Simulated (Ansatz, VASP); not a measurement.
**One calculation of Ca, two programs**

Contents of INCAR:

```
SYSTEM = Ca
  PREC = Accurate
  ENCUT = 520
  EDIFF = 1E-6
  ISMEAR = -1
  SIGMA = 0.08
  LREAL = .False.
  LASPH = .True.
  NELM = 60
  ALGO = Normal
  ISIF = 2
  LWAVE = .False.
  LCHARG = .False.
  GGA = PE
  NBANDS = 11
```

Contents of KPOINTS:

```
regular mesh
0
Gamma
  12 12 12
  0 0 0
```

POSCAR

```
Ca
1.0
    0.0000000000      2.5211926412      2.5211926412
    2.5211926412      0.0000000000      2.5211926412
    2.5211926412      2.5211926412      0.0000000000
Ca
1
Direct
    0.0000000000      0.0000000000      0.0000000000
```

Input for Ansatz:

```yaml
crystal:
  lattice:
    - [0.0, 2.5211926412, 2.5211926412]
    - [2.5211926412, 0.0, 2.5211926412]
    - [2.5211926412, 2.5211926412, 0.0]
  atoms:
    - { symbol: Ca, position: [0.0, 0.0, 0.0] }
kpoints:
  mp_grid: { grid: [12, 12, 12] }
scf:
  occupations: { method: fermi_dirac, width: 0.08 }
hamiltonian:
  xc: pbe
  pseudopotentials: { kind: paw }
output:
  forces: true
  stress: true
  eigenvalues: true
  populations: true
  write_density: true
  write_potential: true
  elf: true
  volumetric_format: npy
```

Change from the starting cell: volume scaled by 0.76, PAW files.

Alike in both runs: task single point; functional PBE; k mesh 12 × 12 × 12; occupations fermi-dirac, width 0.08 eV; no spin polarisation.

|  | VASP | Ansatz |
| --- | --- | --- |
| version | VASP 6.6.1 | Ansatz 0.2.0 |
| potentials or method | VASP PAW PBE potentials, release 64 (Ca_sv) | PAW with Ansatz's default frozen-core files, scalar-relativistic |
| plane-wave cutoff (eV) | 520 | 420 |
| valence electrons in the cell | 10 | 10 |

```tsv
	VASP	Ansatz	Ansatz less VASP
pressure (GPa)	7.3	7.3	-0.01
```
